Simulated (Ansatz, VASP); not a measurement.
Two plane-wave programs on Sb

```
Sb
1.0
     5.45419    0.00000    0.00000
    -2.72710    4.72347    0.00000
     0.00000    0.00000    3.18360
Sb
3
Cartesian
  0.0000 0.0000 0.0000
  0.0000 3.1490 1.5918
  2.7271 1.5745 1.5918
```

Alike in both runs: functional PBE; k mesh 3 × 3 × 6; occupations gaussian, width 0.1 eV; no spin polarisation.

Ansatz relaxed the structure, and its values are those at the end. VASP's run is a single point on that final structure, the one shown.

|  | VASP | Ansatz |
| --- | --- | --- |
| version | VASP 6.6.1 | Ansatz 0.2.0 |
| potentials or method | VASP PAW PBE potentials, release 64 (Sb), cutoff 520 eV | scalar-relativistic, plane waves, PAW |
| valence electrons in the cell | 15 | 45 |

VASP gave:

```
gap on the k mesh at the Fermi level (eV) : none
pressure (GPa)                            : -0.1
```

**Question.** Estimate Ansatz's values.

**Answer.** gap on the k mesh at the Fermi level (eV): none; pressure (GPa): 0.0.

A gap of «none» marks a metal or a gap that the smearing closes. VASP's potentials hold 15 valence electrons a cell and Ansatz's 45, so a difference there can come from the potentials and not from the codes.

The k mesh is coarse, so the values compare programs but aren't converged. Neither program's run includes spin-orbit coupling.
